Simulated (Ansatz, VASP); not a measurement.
**GeSb4Te4 in VASP and in Ansatz**

Contents of INCAR:

```
SYSTEM = GeSb4Te4
ALGO = Normal ; EDIFF = 1E-6
ENCUT = 520 ; GGA = PE
ISIF = 2 ; ISMEAR = 0
LASPH = .TRUE. ; LCHARG = .FALSE.
LREAL = .FALSE. ; LWAVE = .FALSE.
NBANDS = 39 ; NELM = 80
PREC = Accurate ; SIGMA = 0.03
```

Contents of KPOINTS:

```
k-points
0
G
  9 9 2
  0 0 0
```

The input POSCAR:

```
GeSb4Te4
1.0
   -4.3299846501      0.0000000000      0.0000000000
   -2.1649923251     -3.7498767050      0.0000000000
   -2.1647758258     -1.2498339058     17.6486093019
Ge Sb Te
1 4 4
Direct
   -0.2063293650     -0.2063293650      0.6190500000
    0.2789557053      0.2789557053      0.1631491990
    0.6416855647      0.6416855647      0.0749508010
    0.5300742103      0.5300742103      0.4098183509
    0.0572670597      0.0572670597      0.8282816491
    0.1588279593      0.1588279593      0.5235684789
    0.4285133107      0.4285133107      0.7145315211
    0.8956715293      0.8956715293      0.3130167137
   -0.3083302593     -0.3083302593      0.9250832863
```

Input for Ansatz:

```yaml
crystal:
  lattice:
    - [-4.3299846501, 0.0, 0.0]
    - [-2.1649923251, -3.749876705, 0.0]
    - [-2.1647758258, -1.2498339058, 17.6486093019]
  atoms:
    - { symbol: Ge, position: [-0.206329365, -0.206329365, 0.61905] }
    - { symbol: Sb, position: [0.2789557053, 0.2789557053, 0.163149199] }
    - { symbol: Sb, position: [0.6416855647, 0.6416855647, 0.074950801] }
    - { symbol: Sb, position: [0.5300742103, 0.5300742103, 0.4098183509] }
    - { symbol: Sb, position: [0.0572670597, 0.0572670597, 0.8282816491] }
    - { symbol: Te, position: [0.1588279593, 0.1588279593, 0.5235684789] }
    - { symbol: Te, position: [0.4285133107, 0.4285133107, 0.7145315211] }
    - { symbol: Te, position: [0.8956715293, 0.8956715293, 0.3130167137] }
    - { symbol: Te, position: [-0.3083302593, -0.3083302593, 0.9250832863] }
basis:
  ecutwfc: 420
kpoints:
  mp_grid: { grid: [9, 9, 2] }
hamiltonian:
  xc: pbe
scf:
  occupations: { method: gaussian, width: 0.03 }
output:
  forces: true
  stress: true
  eigenvalues: true
```

Alike in both runs: task single point; functional PBE; k mesh 9 × 9 × 2; occupations gaussian, width 0.03 eV; no spin polarisation.

|  | VASP | Ansatz |
| --- | --- | --- |
| version | VASP 6.6.1 | Ansatz 0.2.0 |
| potentials or method | VASP PAW PBE potentials, release 64 (Ge_d, Sb, Te), cutoff 520 eV | scalar-relativistic, plane waves, PAW |
| valence electrons in the cell | 58 | 138 |

|  | VASP | Ansatz | Ansatz less VASP |
| --- | --- | --- | --- |
| gap on the k mesh at the Fermi level (eV) | none | none | - |
| pressure (GPa) | 2.3 | 2.3 | -0.01 |
| traceless stress, the component that is largest in VASP (GPa) | 3.48 | 3.45 | -0.037 |
| rms of the force components (eV/Å) | 0.724 | 0.719 | -0.0048 |

Atom by atom the forces differ by 0.010 eV/Å (rms over components). A gap of «none» marks a metal or a gap that the smearing closes. With one functional, cell and mesh, what is left measures potentials, basis and numerics. VASP's potentials hold 58 valence electrons a cell and Ansatz's 138, so a difference there can come from the potentials and not from the codes.

Neither program's run includes spin-orbit coupling.
